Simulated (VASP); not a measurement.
Set up this calculation in VASP 6.6.1, as the native input.

```
Task                               : single point
Functional                         : PBE-based screened hybrid
Potentials or basis                : VASP PAW PBE potentials, release 64 (Hf_pv, N)
Cutoff                             : 520 eV
k mesh                             : 5 × 5 × 5
Occupations                        : fermi-dirac, width 0.05 eV
Spin                               : no spin polarisation
Dipole correction                  : no
Grid for exact exchange (PRECFOCK) : Normal
Share of exact exchange            : 0.25
Further INCAR settings             : ALGO = Normal; EDIFF = 1e-06; NBANDS = 14
Screening parameter                : 0.2 1/Å
```

The system is HfN.

```xyz
2
Lattice="0.0000 2.4548 2.4548 2.4548 0.0000 2.4548 2.4548 2.4548 0.0000" Properties=species:S:1:pos:R:3 pbc="T T T"
Hf    0.0000    0.0000    0.0000
N     1.2274    1.2274    1.2274
```

These files were run (other wordings do the same):

POSCAR

```
HfN
1.0
    0.0000000000      2.4548220000      2.4548220000
    2.4548220000      0.0000000000      2.4548220000
    2.4548220000      2.4548220000      0.0000000000
Hf N
1 1
Direct
    0.0000000000      0.0000000000      0.0000000000
    0.2500000000      0.2500000000      0.2500000000
```

INCAR.step1

```
SYSTEM = HfN
PREC     = Accurate       ! precision mode
ENCUT    = 520            ! plane-wave cutoff, eV
EDIFF    = 1E-5           ! SCF threshold, eV
ISMEAR   = -1             ! smearing method
SIGMA    = 0.05           ! smearing width, eV
LREAL    = .False.        ! projectors in reciprocal space
LASPH    = .True.         ! aspherical terms in the spheres
NELM     = 100            ! most SCF steps
ALGO     = Normal         ! electronic algorithm
ISIF     = 2              ! what is computed and relaxed
LWAVE    = .True.         ! write WAVECAR
LCHARG   = .False.        ! write CHGCAR
NBANDS   = 14             ! bands
GGA      = PE             ! functional
```

INCAR.step2

```
SYSTEM = HfN
PREC     = Accurate       ! precision mode
ENCUT    = 520            ! plane-wave cutoff, eV
EDIFF    = 1E-6           ! SCF threshold, eV
ISMEAR   = -1             ! smearing method
SIGMA    = 0.05           ! smearing width, eV
LREAL    = .False.        ! projectors in reciprocal space
LASPH    = .True.         ! aspherical terms in the spheres
NELM     = 100            ! most SCF steps
ALGO     = Normal         ! electronic algorithm
ISIF     = 2              ! what is computed and relaxed
LWAVE    = .False.        ! write WAVECAR
LCHARG   = .False.        ! write CHGCAR
GGA      = PE             ! functional
LHFCALC  = .True.         ! exact exchange
AEXX     = 0.25           ! exact-exchange fraction
HFSCREEN = 0.2            ! screening, 1/A
PRECFOCK = Normal       
NBANDS   = 14             ! bands
ISTART   = 1
```

KPOINTS

```
Automatic mesh
0
Gamma
  5 5 5
  0 0 0
```

Potentials or basis: VASP PAW PBE potentials, release 64 (Hf_pv, N).

Launch:

```bash
$ cat potpaw_PBE.64/Hf_pv/POTCAR potpaw_PBE.64/N/POTCAR > POTCAR
$ cp INCAR.step1 INCAR
$ mpirun -np 1 vasp_std > vasp.out
$ cp INCAR.step2 INCAR
$ mpirun -np 1 vasp_std > vasp.out
```

It gave:

```json
{
 "Pressure": "-4.1 GPa"
}
```

Caveat: the k points lie up to 0.44 Å⁻¹ apart; the PAW data sets were made with another functional, which shifts forces and pressure a little.

Run time: 8.9 min on 1 thread of Intel(R) Xeon(R) Platinum 8488C (Sapphire Rapids), on a shared host, peak memory 0.26 GiB.
